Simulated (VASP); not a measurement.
# WSe2 in VASP: single point with r2SCAN

Aim: the single point of WSe2 with r2SCAN.

Everything below comes from runs of VASP 6.6.1. Logs are shortened: lines on timing, memory, paths and dates and some standing lists are left out, and cuts for length are marked.

### 1 The cell of the first run

The cell holds a slab with vacuum, 3 atoms: a = 3.318 Å, b = 3.318 Å, c = 16.658 Å, α = 90.00°, β = 90.00°, γ = 120.00°.

### 2 Single point, r2SCAN

POSCAR reads:

```
WSe2
1.0
    3.3179375931      0.0000000000      0.0000000000
   -1.6589687966      2.8734182438      0.0000000000
    0.0000000000      0.0000000000     16.6581424200
W Se
1 2
Direct
    0.0000000000      0.0000000000      0.0000000000
    0.3333333333      0.6666666667      0.0997865200
    0.3333333333      0.6666666667      0.9002134800
```

INCAR.step1 reads:

```
ALGO = Normal
EDIFF = 1E-4
ENCUT = 520
GGA = PE
ISMEAR = 0
LASPH = True
LCHARG = False
LREAL = False
LWAVE = True
NBANDS = 20
NELM = 80
PREC = Accurate
SIGMA = 0.05
```

INCAR.step2 reads:

```
ALGO = Normal
EDIFF = 1E-7
ENCUT = 520
ISIF = 2
ISMEAR = 0
ISTART = 1
LASPH = True
LCHARG = False
LMIXTAU = True
LREAL = False
LWAVE = False
METAGGA = R2SCAN
NBANDS = 20
NELM = 80
PREC = Accurate
SIGMA = 0.05
```

KPOINTS reads:

```
k-points
0
Gamma
  12 12 2
```

Potentials or basis: VASP PAW PBE potentials, release 64 (W_sv, Se).

Command:

```console
$ cat potpaw_PBE.64/W_sv/POTCAR potpaw_PBE.64/Se/POTCAR > POTCAR
$ cp INCAR.step1 INCAR
$ mpirun -np 1 vasp_std > vasp.out
$ cp INCAR.step2 INCAR
$ mpirun -np 1 vasp_std > vasp.out
```

OUTCAR:

```text
EDIFF = 1E-7
   ENCUT = 520
   ISIF = 2
   ISMEAR = 0
   ISTART = 1
   LASPH = True
   LREAL = False
   METAGGA = R2SCAN
   NELM = 80
   PREC = Accurate

 ion  position               nearest neighbor table
   1  0.000  0.000  0.000-   2 2.54   3 2.54   2 2.54   3 2.54   2 2.54   3 2.54
   2  0.333  0.667  0.100-   1 2.54   1 2.54   1 2.54
   3  0.333  0.667  0.900-   1 2.54   1 2.54   1 2.54

  LATTYP: Found a hexagonal cell.
 ALAT       =     3.3179375931
 C/A-ratio  =     5.0206316281

  Lattice vectors:

 A1 = (   3.3179375931,   0.0000000000,   0.0000000000)
 A2 = (  -1.6589687966,   2.8734182438,   0.0000000000)
 A3 = (   0.0000000000,   0.0000000000,  16.6581424200)

Analysis of symmetry for initial positions (statically):
=====================================================================
 Subroutine PRICEL returns:
 Original cell was already a primitive cell.

 Routine SETGRP: Setting up the symmetry group for a
 hexagonal supercell.

 Subroutine GETGRP returns: Found 12 space group operations
 (whereof 12 operations were pure point group operations)
 out of a pool of 24 trial point group operations.

The static configuration has the point symmetry D_3h.

Analysis of symmetry for dynamics (positions and initial velocities):
=====================================================================
 Subroutine PRICEL returns:
 Original cell was already a primitive cell.

 Routine SETGRP: Setting up the symmetry group for a
 hexagonal supercell.

 Subroutine GETGRP returns: Found 12 space group operations
 (whereof 12 operations were pure point group operations)
 out of a pool of 24 trial point group operations.

The dynamic configuration has the point symmetry D_3h.

 Subroutine INISYM returns: Found 12 space group operations
 (whereof 12 operations are pure point group operations),
 and found     1 'primitive' translations

----------------------------------------------------------------------------------------

                                     Primitive cell

  volume of cell :     158.8158

  direct lattice vectors                    reciprocal lattice vectors
     3.317937593  0.000000000  0.000000000     0.301392046  0.174008779  0.000000000
    -1.658968797  2.873418244  0.000000000     0.000000000  0.348017558  0.000000000
     0.000000000  0.000000000 16.658142420     0.000000000  0.000000000  0.060030703

  length of vectors
     3.317937593  3.317937593 16.658142420     0.348017558  0.348017558  0.060030703

  position of ions in fractional coordinates (direct lattice)
     0.000000000  0.000000000  0.000000000
     0.333333333  0.666666667  0.099786520
     0.333333333  0.666666667  0.900213480

  ion indices of the primitive-cell ions
   primitive index   ion index
                 1           1
                 2           2
                 3           3

----------------------------------------------------------------------------------------

 KPOINTS: k-points

Automatic generation of k-mesh.
 Grid dimensions read from file:
 generate k-points for:   12   12    2

 Generating k-lattice:

  Cartesian coordinates                     Fractional coordinates (reciprocal lattice)
     0.025116004  0.014500732  0.000000000     0.083333333  0.000000000  0.000000000
     0.000000000  0.029001463  0.000000000     0.000000000  0.083333333  0.000000000
     0.000000000  0.000000000  0.030015351     0.000000000  0.000000000  0.500000000

  Length of vectors
     0.029001463  0.029001463  0.030015351

  Shift w.r.t. Gamma in fractional coordinates (k-lattice)
     0.000000000  0.000000000  0.000000000

 Subroutine IBZKPT returns following result:
 ===========================================

 Found     38 irreducible k-points:

 Following reciprocal coordinates:
            Coordinates               Weight
  0.000000  0.000000  0.000000      1.000000
  0.083333  0.000000  0.000000      6.000000
  0.166667  0.000000  0.000000      6.000000
  0.250000  0.000000  0.000000      6.000000
  0.333333  0.000000  0.000000      6.000000
  0.416667  0.000000  0.000000      6.000000
[... 16 lines left out ...]
  0.250000  0.000000  0.500000      6.000000
  0.333333  0.000000  0.500000      6.000000
 [... further k-points ...]
   k-points           NKPTS =     38   k-points in BZ     NKDIM =     38   number of bands    NBANDS=     20
   number of dos      NEDOS =    301   number of ions     NIONS =      3
   total plane-waves  NPLWV =  98784
   dimension x,y,z NGX =    28 NGY =   28 NGZ =  126
   dimension x,y,z NGXF=    56 NGYF=   56 NGZF=  252
   ions per type =               1   2
   NGX,Y,Z   is equivalent  to a cutoff of  14.03, 14.03, 12.57 a.u.
   NGXF,Y,Z  is equivalent  to a cutoff of  28.06, 28.06, 25.15 a.u.
 SYSTEM =  unknown system
   PREC   = accura    normal or accurate (medium, high low for compatibility)
   ISTART =      1    job   : 0-new  1-cont  2-samecut
   ICHARG =      0    charge: 1-file 2-atom 10-const
   ISPIN  =      1    spin polarized calculation?
   LNONCOLLINEAR =      F non collinear calculations
   LSORBIT =      F    spin-orbit coupling
   LASPH  =      T    aspherical Exc in radial PAW
   ENCUT  =  520.0 eV  38.22 Ry    6.18 a.u.   6.17  6.17 30.97*2*pi/ulx,y,z
   NELM   =     80;   NELMIN=  2; NELMDL=  0     # of ELM steps
   EDIFF  = 0.1E-06   stopping-criterion for ELM
   LREAL  =      F    real-space projection
   EDIFFG = 0.1E-05   stopping-criterion for IOM
   NSW    =      0    number of steps for IOM
   IBRION =     -1    ionic relax: 0-MD 1-quasi-New 2-CG
   NFREE  =      0    steps in history (QN), initial steepest desc. (CG)
   ISIF   =      2    stress and relaxation
   ISYM   =      2    0-nonsym 1-usesym 2-fastsym
   POTIM  = 0.5000    time-step for ionic-motion
   TEBEG  =    0.0;   TEEND  =   0.0 temperature during run
   PSTRESS=    0.0 pullay stress
   NELECT =      26.0000    total number of electrons
   NUPDOWN=      -1.0000    fix difference up-down
   EMIN   =  10.00;   EMAX   =-10.00  energy-range for DOS
   EFERMI =   0.00;   METHOD = LEGACY
   ISMEAR =     0;   SIGMA  =   0.05  broadening in eV -4-tet -1-fermi 0-gaus
   EFERMI_NEDOS =   21; number of points for ismear=-14 and -15
   IALGO  =     38    algorithm
   IMIX   =      4    mixing-type and parameters
     AMIX     =   0.40;   BMIX     =  1.00
     AMIX_MAG =   1.60;   BMIX_MAG =  1.00
  volume/ion in A,a.u.               =      52.94       357.25
  Fermi-wavevector in a.u.,A,eV,Ry     =   0.895574  1.692389 10.912587  0.802053
  Thomas-Fermi vector in A             =   2.017923
   LORBIT       =      0    0 simple, 1 ext, 2 COOP (PROOUT), +10 PAW based schemes
   METAGGA = R2SCAN    functional components
   LHFCALC =     F    Hartree Fock is set to
   AEXX    =    0.0000 exact exchange contribution
   IVDW    =     0    specifies the selected vdW correction
   LEPSILON=     F    determine dielectric tensor
   LRPA    =     F    only Hartree local field effects (RPA)
 non-spin polarized calculation
 Gauss-broadening in eV      SIGMA  =   0.05
  energy-cutoff  :      520.00
  volume of cell :      158.82
 maximum number of plane-waves:      4302
 NGX is ok and might be reduce to    28
   NGX = 13   NGY = 13   NGZ = 61

 number of electron      25.9999999 magnetization

 Free energy of the ion-electron system (eV)
  ---------------------------------------------------
  ext. energy  EPLUGINS =         0.00000000
  ---------------------------------------------------
  free energy    TOTEN  =       -81.75074692 eV

  energy without entropy =      -81.75074692  energy(sigma->0) =      -81.75074692

 E-fermi :  -0.8579     XC(G=0):  -4.8222

 val. band max:       -1.0820920606   @ k =   0.3333   0.3333   0.0000
 cond. band min:       0.5516003136   @ k =   0.3333   0.3333   0.5000
 fundamental gap:      1.6336923742
 Fermi energy:        -0.8579411179

 k-point     1 :       0.0000    0.0000    0.0000
  band No.  band energies     occupation
      1     -77.0941      2.00000
      2     -40.6687      2.00000
      3     -40.5692      2.00000
      4     -40.5692      2.00000
      5     -16.4607      2.00000
      6     -15.1022      2.00000
[... 12 lines left out ...]
     19       4.5378      0.00000
     20       4.5753      0.00000

 k-point     2 :       0.0833    0.0000    0.0000
  band No.  band energies     occupation
      1     -77.0934      2.00000
      2     -40.6656      2.00000
      3     -40.5847      2.00000
      4     -40.5728      2.00000
      5     -16.3546      2.00000
      6     -15.0508      2.00000
[... 12 lines left out ...]
     19       4.6730      0.00000
     20       4.9284      0.00000

 k-point     3 :       0.1667    0.0000    0.0000
  band No.  band energies     occupation
      1     -77.0915      2.00000
      2     -40.6574      2.00000
      3     -40.6269      2.00000
      4     -40.5827      2.00000
      5     -16.0508      2.00000
      6     -14.9041      2.00000
[... 12 lines left out ...]
     19       5.0560      0.00000
     20       5.6209      0.00000

 k-point     4 :       0.2500    0.0000    0.0000
  band No.  band energies     occupation
      1     -77.0889      2.00000
      2     -40.6840      2.00000
      3     -40.6461      2.00000
      4     -40.5962      2.00000
      5     -15.5953      2.00000
      6     -14.6867      2.00000
[... 12 lines left out ...]
     19       5.6422      0.00000
     20       6.0870      0.00000

 k-point     5 :       0.3333    0.0000    0.0000
  band No.  band energies     occupation
      1     -77.0863      2.00000
      2     -40.7406      2.00000
      3     -40.6348      2.00000
      4     -40.6097      2.00000
      5     -15.0745      2.00000
      6     -14.4447      2.00000
[... 12 lines left out ...]
     19       5.9562      0.00000
     20       6.2855      0.00000
[... 353 lines left out ...]
      6     -15.0508      2.00000
[... 12 lines left out ...]
     19       4.2818      0.00000
     20       5.3307      0.00000

 k-point    22 :       0.1667    0.0000    0.5000
  band No.  band energies     occupation
      1     -77.0915      2.00000
      2     -40.6574      2.00000
      3     -40.6269      2.00000
      4     -40.5827      2.00000
      5     -16.0508      2.00000
      6     -14.9041      2.00000
[... 12 lines left out ...]
     19       4.7554      0.00000
     20       6.1839      0.00000

 k-point    23 :       0.2500    0.0000    0.5000
  band No.  band energies     occupation
      1     -77.0889      2.00000
      2     -40.6840      2.00000
      3     -40.6461      2.00000
      4     -40.5962      2.00000
      5     -15.5953      2.00000
      6     -14.6867      2.00000
[... 12 lines left out ...]
     19       5.2810      0.00000
     20       6.5451      0.00000

 k-point    24 :       0.3333    0.0000    0.5000
  band No.  band energies     occupation
      1     -77.0863      2.00000
      2     -40.7406      2.00000
      3     -40.6348      2.00000
      4     -40.6097      2.00000
      5     -15.0745      2.00000
      6     -14.4447      2.00000
[... 12 lines left out ...]
     19       6.0559      0.00000
     20       6.0810      0.00000

 [... further k-points ...]

------------------------ aborting loop because EDIFF is reached ----------------------------------------

  FORCE on cell =-STRESS in cart. coord.  units (eV):
  Direction    XX          YY          ZZ          XY          YZ          ZX
  --------------------------------------------------------------------------------------
  -------------------------------------------------------------------------------------
  Total       -0.0404276     -0.0404276     -0.0223001      0.0000000      0.0000000     -0.0000000
  in kB       -0.4078449     -0.4078449     -0.2249700      0.0000000      0.0000000     -0.0000000
  external PRESSURE =      -0.3468866 kB  Pullay stress =       0.0000000 kB

 VOLUME and BASIS-vectors are now :
 -----------------------------------------------------------------------------
  energy-cutoff  :      520.00
  volume of cell :      158.82
      direct lattice vectors                 reciprocal lattice vectors
     3.317937593  0.000000000  0.000000000     0.301392046  0.174008779  0.000000000
    -1.658968797  2.873418244  0.000000000     0.000000000  0.348017558  0.000000000
     0.000000000  0.000000000 16.658142420     0.000000000  0.000000000  0.060030703

 POSITION                                       TOTAL-FORCE (eV/Angst)
 -----------------------------------------------------------------------------------
      0.00000      0.00000      0.00000        -0.000000     -0.000000      0.000000
     -0.00000      1.91561      1.66226         0.000000      0.000000     -0.003635
     -0.00000      1.91561     14.99588         0.000000     -0.000000      0.003635
 -----------------------------------------------------------------------------------
    total drift:                                0.000001     -0.000000     -0.000000

  FREE ENERGIE OF THE ION-ELECTRON SYSTEM (eV)
  ---------------------------------------------------
  free  energy   TOTEN  =       -81.7507469174 eV

  energy  without entropy=      -81.7507469174  energy(sigma->0) =      -81.75074692
```

It took 8.8 min on 1 thread of Intel Xeon Platinum 8488C (Sapphire Rapids), shared host; peak memory 0.41 GiB.

Results:

```
Free energy            : -81.7507 eV
Largest force          : 0.004 eV/Å
Band gap on the k mesh : 1.63 eV
```

Forces in eV/Å, atoms in the order of the input:
```
W    0.000  0.000  0.000
Se   0.000  0.000 -0.004
Se   0.000  0.000  0.004
```

Levels at points of the mesh, in eV from the valence-band top:
| k point | band 11 | band 12 | band 13 | band 14 | band 15 | band 16 |
| --- | --- | --- | --- | --- | --- | --- |
| (0.00, 0.00, 0.00) | -1.38 | -1.38 | -0.25 | 3.08 | 3.08 | 3.26 |
| (0.50, 0.00, 0.00) | -2.22 | -1.10 | -1.02 | 2.49 | 2.89 | 4.05 |
| (0.00, 0.00, 0.50) | -1.38 | -1.38 | -0.25 | 3.08 | 3.08 | 3.26 |
| (0.50, 0.00, 0.50) | -2.22 | -1.10 | -1.02 | 2.49 | 2.89 | 4.05 |

Caveat: there is no dipole correction, which matters where the two faces differ; the PAW data sets were made with another functional, which shifts forces and pressure a little; spin-orbit coupling is left out, which moves the levels of the heavy elements.
